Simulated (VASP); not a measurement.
A run of VASP 6.6.1:

INCAR

```
PREC = Accurate
ENCUT = 520
EDIFF = 1E-7
ISMEAR = -1
SIGMA = 0.05
LREAL = False
LASPH = True
NELM = 60
ALGO = Normal
ISIF = 2
LWAVE = False
LCHARG = False
GGA = RP
IVDW = 13
NBANDS = 11
```

KPOINTS

```
regular mesh
0
Gamma
  10 10 10
```

Contents of POSCAR:

```
AlN
1.0
    0.0000000000      2.1746571035      2.1746571035
    2.1746571035      0.0000000000      2.1746571035
    2.1746571035      2.1746571035      0.0000000000
Al N
1 1
Direct
    0.0000000000      0.0000000000      0.0000000000
    0.2500000000      0.2500000000      0.2500000000
```

Potentials or basis: VASP PAW PBE potentials, release 64 (Al, N).

Run with:

```console
$ cat potpaw_PBE.64/Al/POTCAR potpaw_PBE.64/N/POTCAR > POTCAR
$ mpirun -np 1 vasp_std > vasp.out
```

Hardware: 1 thread of Intel Xeon 8259CL, on a shared host.

**Question.** How long does it take, and how much memory?

**Answer.** It took 13 s on 1 thread of Intel Xeon 8259CL (shared host), peak memory 0.14 GiB. Counts: scf iterations 13, k points 47.
